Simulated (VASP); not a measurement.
## Al: single point with LDA

The system is Al.

```
Al
1.0
     2.27659    0.00000    0.00000
    -1.13829    1.97158    0.00000
     0.00000    0.00000    3.69564
Al
2
Direct
  0.33333 0.66667 0.25000
  0.66667 0.33333 0.75000
```

```
Program             : VASP 6.6.1
Task                : single point
Functional          : LDA
Potentials or basis : VASP PAW LDA potentials, release 64 (Al)
Cutoff              : 520 eV
k mesh              : 15 × 15 × 8
Occupations         : fermi-dirac, width 0.08 eV
Spin                : no spin polarisation
```

The pressure is 208.8 GPa. The band gap on the k mesh is zero (band 3 reaches 22.85 eV, above the bottom of band 4 at 12.99 eV).

Stress tensor (GPa, compression positive):
```
208.86   0.00   0.00
  0.00 208.86   0.00
  0.00   0.00 208.65
```

Levels at points of the mesh, in eV from the Fermi level:
```csv
k point,band 1,band 2,band 3,band 4,band 5,band 6,band 7
"(0.00, 0.00, 0.00)",-16.44,-7.27,-5.31,15.12,15.12,16.37,16.94
"(0.00, 0.00, 0.50)",-13.81,-13.81,5.25,5.25,16.06,16.06,16.06
```

It took 8.3 s on 1 thread of Intel(R) Xeon(R) 6975P-C (Granite Rapids) (shared host), peak memory 0.12 GiB.
